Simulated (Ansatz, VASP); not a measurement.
## Mn in VASP and in Ansatz

```
CELL_PARAMETERS angstrom
2.48565 0.00000 0.00000
-1.24282 2.15263 0.00000
0.00000 0.00000 8.04142
ATOMIC_POSITIONS crystal
Mn 0.00000 0.00000 0.00000
Mn 0.00000 0.00000 0.50000
Mn 0.33333 0.66667 0.25000
Mn 0.66667 0.33333 0.75000
```

Alike in both runs: task single point; functional BLYP; k mesh 16 × 16 × 5; occupations fermi-dirac, width 0.05 eV; collinear spin.

|  | VASP | Ansatz |
| --- | --- | --- |
| version | VASP 6.6.1 | Ansatz 0.2.0 |
| potentials or method | VASP PAW PBE potentials, release 64 (Mn_pv), cutoff 520 eV | plane waves (420 eV) with PAW, scalar-relativistic |
| valence electrons in the cell | 52 | 60 |

|  | VASP | Ansatz | Ansatz less VASP |
| --- | --- | --- | --- |
| pressure (GPa) | 8.9 | 8.6 | -0.27 |
| traceless stress, the component that is largest in VASP (GPa) | -0.86 | -0.79 | +0.069 |
| net moment per atom (μB) | 0.02 | 0.02 | -0.005 |
| size of the moment on the site where the two differ most (μB) | 0.29 | 0.19 | -0.098 |

VASP's potentials were made for PBE, not for BLYP. Site moments also hang on the region over which each program counts them. VASP's potentials hold 52 valence electrons a cell and Ansatz's 60, so a difference there can come from the potentials and not from the codes.
